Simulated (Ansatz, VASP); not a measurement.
## Pt in VASP and in Ansatz

The input INCAR:

```
PREC = Accurate
ENCUT = 600
EDIFF = 1E-6
ISMEAR = 0
SIGMA = 0.1
LREAL = False
LASPH = True
NELM = 80
ALGO = Fast
ISIF = 3
LWAVE = False
LCHARG = False
GGA = PS
IBRION = 2
NSW = 100
EDIFFG = -0.01
```

The input KPOINTS:

```
Automatic mesh
0
Gamma
  21 21 6
```

The input POSCAR:

```
Pt
1.0
    2.7077779377      0.0000000000      0.0000000000
   -1.3538889689      2.3450044818      0.0000000000
    0.0000000000      0.0000000000      9.8383077626
Pt
4
Direct
    0.3333333333      0.6666666667      0.3812846088
    0.6666666667      0.3333333333      0.8812846088
    0.6666666667      0.3333333333      0.6187153912
    0.3333333333      0.6666666667      0.1187153912
```

Input for Ansatz:

```yaml
crystal:
  lattice:
    - [2.7077779377, 0.0, 0.0]
    - [-1.3538889689, 2.3450044818, 0.0]
    - [0.0, 0.0, 9.8383077626]
  atoms:
    - { symbol: Pt, position: [0.3333333333, 0.6666666667, 0.3812846088] }
    - { symbol: Pt, position: [0.6666666667, 0.3333333333, 0.8812846088] }
    - { symbol: Pt, position: [0.6666666667, 0.3333333333, 0.6187153912] }
    - { symbol: Pt, position: [0.3333333333, 0.6666666667, 0.1187153912] }
basis:
  ecutwfc: 420
kpoints:
  mp_grid: { grid: [21, 21, 6] }
hamiltonian:
  xc: pbesol
scf:
  occupations: { method: gaussian, width: 0.1 }
output:
  forces: true
  stress: true
  eigenvalues: true
relax:
  adjacent_minimum: "off"
  f_tol: 0.01
  max_steps: 80
  cell: { stress_tol: 0.05 }
```

Alike in both runs: task relaxation of cell and atoms; functional PBEsol; k mesh 21 × 21 × 6; occupations gaussian, width 0.1 eV; no spin polarisation.

|  | VASP | Ansatz |
| --- | --- | --- |
| version | VASP 6.6.1 | Ansatz 0.2.0 |
| potentials or method | VASP PAW PBE potentials, release 64 (Pt), cutoff 600 eV | scalar-relativistic, plane waves, PAW |
| valence electrons in the cell | 40 | 72 |

Ansatz gave:

```
gap on the k mesh at the Fermi level, each at its own relaxed structure (eV)  : none
relaxed volume (Å³/atom)                                                      : 15.62
relaxed length of the cell vector where the two differ most in proportion (Å) : 9.828
```

Which values does VASP return?

gap on the k mesh at the Fermi level, each at its own relaxed structure (eV): none; relaxed volume (Å³/atom): 15.59; relaxed length of the cell vector where the two differ most in proportion (Å): 9.822.

VASP's potentials were made for PBE, not for PBEsol. A gap of «none» marks a metal or a gap that the smearing closes. VASP's potentials hold 40 valence electrons a cell and Ansatz's 72, so a difference there can come from the potentials and not from the codes.

Spin-orbit coupling is off throughout. Noted on VASP's run: too few bands were computed for a metal, which touches its energy and stress.
